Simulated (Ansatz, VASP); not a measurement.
**Two plane-wave programs on NiO**

File INCAR:

```
SYSTEM = NiO
  PREC = Accurate
  ENCUT = 600
  EDIFF = 1E-6
  ISMEAR = -1
  SIGMA = 0.05
  LREAL = .False.
  LASPH = .True.
  NELM = 200
  ALGO = Normal
  ISIF = 2
  LWAVE = .False.
  LCHARG = .True.
  ISPIN = 2
  MAGMOM = 1 0
  LORBIT = 11
  LMAXMIX = 4
  GGA = LIBXC
  LIBXC1 = GGA_X_B88
  LIBXC2 = GGA_C_PBE
  LELF = .True.
  LVHAR = .True.
  NBANDS = 19
  GGA_COMPAT = .False.
```

KPOINTS

```
Automatic mesh
0
Gamma
  11 11 11
  0 0 0
```

POSCAR

```
NiO
1.0
    0.0000000000      2.0859016414      2.0859016414
    2.0859016414      0.0000000000      2.0859016414
    2.0859016414      2.0859016414      0.0000000000
Ni O
1 1
Direct
    0.0000000000      0.0000000000      0.0000000000
    0.5000000000      0.5000000000      0.5000000000
```

input.yaml

```yaml
crystal:
  lattice:
    - [0.0, 2.0859016414, 2.0859016414]
    - [2.0859016414, 0.0, 2.0859016414]
    - [2.0859016414, 2.0859016414, 0.0]
  atoms:
    - { symbol: Ni, position: [0.0, 0.0, 0.0], spin: 1.0 }
    - { symbol: O, position: [0.5, 0.5, 0.5] }
hamiltonian:
  xc: { exchange: b88, correlation: pbe }
  pseudopotentials: { kind: paw }
magnetization:
  spin_polarized: true
kpoints:
  mp_grid: { grid: [11, 11, 11] }
  band_path:
    path:
      - [[0.0, 0.0, 0.0], [0.5, 0.0, 0.5], [0.5, 0.25, 0.75], [0.375, 0.375, 0.75], [0.0, 0.0, 0.0], [0.5, 0.5, 0.5], [0.625, 0.25, 0.625], [0.5, 0.25, 0.75], [0.5, 0.5, 0.5], [0.375, 0.375, 0.75]]
      - [[0.625, 0.25, 0.625], [0.5, 0.0, 0.5]]
    npoints: 14
scf:
  occupations: { method: fermi_dirac, width: 0.05 }
  n_extra_bands: 6
output:
  forces: true
  stress: true
  eigenvalues: true
  fatbands: true
```

Alike in both runs: functional b88 exchange, pbe correlation; k mesh 11 × 11 × 11; occupations fermi-dirac, width 0.05 eV; collinear spin.

|  | VASP | Ansatz |
| --- | --- | --- |
| version | VASP 6.6.1 | Ansatz 0.2.0 |
| potentials or method | VASP PAW PBE potentials, release 64 (Ni, O) | Ansatz PAW |
| plane-wave cutoff (eV) | 600 | 420 |
| valence electrons in the cell | 16 | 24 |
| task | single point | band structure |

|  | VASP | Ansatz | Ansatz less VASP |
| --- | --- | --- | --- |
| gap on the k mesh at the Fermi level (eV) | none | none | - |
| pressure (GPa) | 4.6 | 5.4 | +0.84 |
| net moment per atom (μB) | 0.85 | 0.87 | +0.027 |
| size of the moment on the site where the two differ most (μB) | 0.25 | 0.28 | +0.026 |

VASP's potentials were made for PBE, not for b88 exchange, pbe correlation. Site moments also hang on the region over which each program counts them. A gap of «none» marks a metal or a gap that the smearing closes. VASP's potentials hold 16 valence electrons a cell and Ansatz's 24, so a difference there can come from the potentials and not from the codes.
